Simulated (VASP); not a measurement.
## HfO2: single point with PBE

The system is HfO2.

```
CELL_PARAMETERS angstrom
5.29380 0.00000 0.00000
0.00000 5.06923 0.00000
0.00000 0.00000 5.10096
ATOMIC_POSITIONS crystal
Hf 0.03262 0.26629 0.23999
Hf 0.46738 0.26629 0.73999
Hf 0.53262 0.73371 0.23999
Hf 0.96738 0.73371 0.73999
O 0.36539 0.06760 0.38315
O 0.13461 0.06760 0.88315
O 0.72918 0.46281 0.48986
O 0.77082 0.46281 0.98986
O 0.27082 0.53719 0.98986
O 0.22918 0.53719 0.48986
O 0.86539 0.93240 0.38315
O 0.63461 0.93240 0.88315
```

```yaml
Program: VASP 6.6.1
Task: single point
Functional: PBE
Potentials_or_basis: VASP PAW PBE potentials, release 64 (Hf_pv, O)
Cutoff: 520 eV
k_mesh: 4 × 6 × 6
Occupations: gaussian, width 0.02 eV
Spin: no spin polarisation
```

The pressure is -3.1 GPa and the largest force is 0.057 eV/Å. The band gap on the k mesh is 4.32 eV (least direct gap 4.57 eV).

Forces in eV/Å, atoms in the order of the input:
```
Hf   0.045 -0.005 -0.035
Hf  -0.045 -0.005 -0.035
Hf   0.045  0.005 -0.035
Hf  -0.045  0.005 -0.035
O   -0.014 -0.009  0.014
O    0.014 -0.009  0.014
O   -0.021  0.037  0.021
O    0.021  0.037  0.021
O    0.021 -0.037  0.021
O   -0.021 -0.037  0.021
O   -0.014  0.009  0.014
O    0.014  0.009  0.014
```

Stress tensor (GPa, compression positive):
```
-3.15  0.00  0.00
 0.00 -3.15  0.00
 0.00  0.00 -3.04
```

Levels at points of the mesh, in eV from the valence-band top:
```
           k point  band 42  band 43  band 44  band 45  band 46  band 47
(0.00, 0.00, 0.00)    -0.22    -0.11     0.00     4.79     5.03     5.19
(0.50, 0.00, 0.00)    -0.70    -0.39    -0.39     5.04     5.04     5.46
(0.00, 0.50, 0.00)    -0.43    -0.17    -0.15     4.42     4.77     4.85
(0.50, 0.50, 0.00)    -0.67    -0.48    -0.48     4.60     4.60     5.00
(0.00, 0.00, 0.50)    -0.37    -0.27    -0.27     4.51     4.51     5.14
(0.50, 0.00, 0.50)    -0.69    -0.69    -0.69     5.03     5.03     5.03
(0.00, 0.50, 0.50)    -0.96    -0.35    -0.35     4.44     4.44     4.79
(0.50, 0.50, 0.50)    -0.84    -0.84    -0.84     4.56     4.56     4.56
```

It took 4.7 min on 1 thread of Intel(R) Xeon(R) Platinum 8488C (Sapphire Rapids), on a shared host, peak memory 0.41 GiB.

Caveat: the cell stands under tension; spin-orbit coupling is left out, which moves the levels of the heavy elements. A k mesh can miss the band edges.
